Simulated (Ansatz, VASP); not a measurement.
## Two plane-wave programs on Ge

Contents of INCAR:

```
PREC = Accurate
ENCUT = 520
EDIFF = 1E-6
ISMEAR = 0
SIGMA = 0.15
LREAL = False
LASPH = True
NELM = 60
ALGO = Normal
ISIF = 2
LWAVE = False
LCHARG = False
GGA = PE
NBANDS = 21
```

File KPOINTS:

```
Automatic mesh
0
Gamma
  14 14 14
```

File POSCAR:

```
Ge
1.0
   -0.1152213909      2.8805347716      2.8517294239
    2.8805347716     -0.1152213909      2.8517294239
    2.7653133807      2.7653133807      0.0000000000
Ge
2
Direct
    0.5000000000      0.5000000000      0.5000000000
    0.7500000000      0.7500000000      0.7500000000
```

Input for Ansatz:

```yaml
crystal:
  lattice:
    - [-0.1152213909, 2.8805347716, 2.8517294239]
    - [2.8805347716, -0.1152213909, 2.8517294239]
    - [2.7653133807, 2.7653133807, 0.0]
  atoms:
    - { symbol: Ge, position: [0.5, 0.5, 0.5] }
    - { symbol: Ge, position: [0.75, 0.75, 0.75] }
basis:
  ecutwfc: 420
kpoints:
  mp_grid: { grid: [14, 14, 14] }
hamiltonian:
  xc: pbe
scf:
  occupations: { method: gaussian, width: 0.15 }
output:
  forces: true
  stress: true
  eigenvalues: true
```

Change from the starting cell: engineering shear strain xy -0.0800, normal strain along z -0.0100.

Alike in both runs: task single point; functional PBE; k mesh 14 × 14 × 14; occupations gaussian, width 0.15 eV; no spin polarisation.

|  | VASP | Ansatz |
| --- | --- | --- |
| version | VASP 6.6.1 | Ansatz 0.2.0 |
| potentials or method | VASP PAW PBE potentials, release 64 (Ge_d), cutoff 520 eV | scalar-relativistic, plane waves, PAW |
| valence electrons in the cell | 28 | 28 |

Ansatz gave:

```
gap on the k mesh at the Fermi level (eV)                     : none
pressure (GPa)                                                : 1.3
traceless stress, the component that is largest in VASP (GPa) : 5.99
rms of the force components (eV/Å)                            : 0.366
```

Q: Which values does VASP return?

A: gap on the k mesh at the Fermi level (eV): none; pressure (GPa): 1.2; traceless stress, the component that is largest in VASP (GPa): 5.98; rms of the force components (eV/Å): 0.365.

Atom by atom the forces differ by 0.002 eV/Å (rms over components). A gap of «none» marks a metal or a gap that the smearing closes. With one functional, cell and mesh, what is left measures potentials, basis and numerics.
